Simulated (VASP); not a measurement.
## Ta: single point with LDA

Ta:

```
CELL_PARAMETERS angstrom
2.90037 0.00000 0.00000
-1.45019 2.51180 0.00000
0.00000 0.00000 5.16627
ATOMIC_POSITIONS crystal
Ta 0.66667 0.33333 0.75000
Ta 0.33333 0.66667 0.25000
```

| Property | Result |
| --- | --- |
| Program | VASP 6.6.1 |
| Task | single point |
| Functional | LDA |
| Potentials or basis | VASP PAW LDA potentials, release 64 (Ta_pv) |
| Cutoff | 520 eV |
| k mesh | 11 × 11 × 6 |
| Occupations | fermi-dirac, width 0.05 eV |
| Spin | collinear spin, ferromagnetic start |
| Starting moments | [0.8, 0.8] μB |
| Fixed moment | 1.6 μB |

* Pressure: -8.7 GPa
* Net moment: 1.60 μB per cell
* Site moments: Ta +0.53 μB
* Valence electrons inside the program's atomic spheres: Ta 8.89

Wall time 3.2 min on 1 thread of AMD EPYC 7R13, with other jobs on the host, peak memory 0.17 GiB.

Caveat: the total moment is fixed, so each spin has its own Fermi level.
